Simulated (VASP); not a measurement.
Here is a VASP 6.6.1 calculation.

Contents of INCAR:

```
SYSTEM = Si7RuO16
  PREC = Accurate
  ENCUT = 520
  EDIFF = 1E-6
  ISMEAR = -1
  SIGMA = 0.01
  LREAL = .False.
  LASPH = .True.
  NELM = 120
  ALGO = Normal
  ISIF = 2
  LWAVE = .False.
  LCHARG = .False.
  GGA = PE
  NBANDS = 87
  GGA_COMPAT = .False.
```

KPOINTS

```
regular mesh
0
Gamma
  1 1 1
  0 0 0
```

The input POSCAR:

```
Si7RuO16
1.0
    0.0000000000      5.0813926894      7.0944098913
    5.0813926894      0.0000000000      7.0944098913
    5.0813926894      5.0813926894      0.0000000000
Si Ru O
7 1 16
Direct
    0.2602233443      0.2484334639      0.4497813558
    0.7482446402      0.7454309576      0.9496323049
    0.0567499483      0.6845955011      0.1462157479
    0.5863095420      0.1668555306      0.6192217842
    0.4101322126      0.8451445466      0.3575217665
    0.9438287880      0.3063617047      0.8780613139
   -0.0049393410      0.0026686208      0.3075158414
    0.4991758225      0.5120674693      0.7959610046
    0.1339962470      0.2110678888      0.6829253078
    0.5662904838      0.7528469304      0.1484810206
    0.4552320983      0.3358800048      0.7671675591
    0.9493318064      0.8641125043      0.2715817424
    0.4457175564      0.2423772060      0.4624003763
    0.9026800410      0.7527483405      1.0115068681
    0.2047610852      0.8550038790      0.4037593025
    0.7606725143      0.3006011434      0.8719840467
    0.0291696957      0.1502887847      0.0913674421
    0.5329826963      0.6884561704      0.5532461617
    0.3540679760      0.0704666772      0.3305858472
    0.8708368907      0.5357271151      0.8659637841
    0.2689158146      0.6634702281      0.9939922166
    0.7979416246      0.1467127175      0.4738767342
    0.1043553981      0.4714227654      0.3130339369
    0.6430270196      0.9413154512      0.7628173812
```

Potentials or basis: VASP PAW PBE potentials, release 64 (Si, Ru_pv, O).

The run is started by

```bash
$ cat potpaw_PBE.64/Si/POTCAR potpaw_PBE.64/Ru_pv/POTCAR potpaw_PBE.64/O/POTCAR > POTCAR
$ mpirun -np 1 vasp_gam > vasp.out
```

Question: Predict the largest force.

Answer: 0.061 eV/Å.

Question: What does it give for the pressure?

Answer: 0.6 GPa.

Forces on the atoms (eV/Å):
```
Si  -0.004 -0.026  0.008
Si  -0.028  0.013 -0.002
Si   0.012 -0.040 -0.014
Si  -0.024 -0.026 -0.003
Si  -0.049 -0.021 -0.010
Si  -0.034  0.041  0.030
Si   0.010  0.018 -0.001
Ru   0.048  0.006 -0.014
O    0.028  0.010 -0.005
O    0.042  0.013  0.017
O    0.006 -0.022  0.008
O   -0.014 -0.014  0.011
O   -0.023  0.023 -0.010
O   -0.005  0.022 -0.012
O   -0.001 -0.005  0.016
O    0.001  0.001  0.002
O   -0.001 -0.014  0.011
O   -0.009  0.014 -0.017
O    0.038 -0.012  0.014
O    0.019 -0.016  0.006
O    0.002 -0.001  0.002
O   -0.014 -0.002 -0.022
O   -0.002  0.042 -0.008
O    0.003 -0.002 -0.005
```

Caveat: the k points lie up to 0.98 Å⁻¹ apart, too coarse for converged energies, forces and pressures.
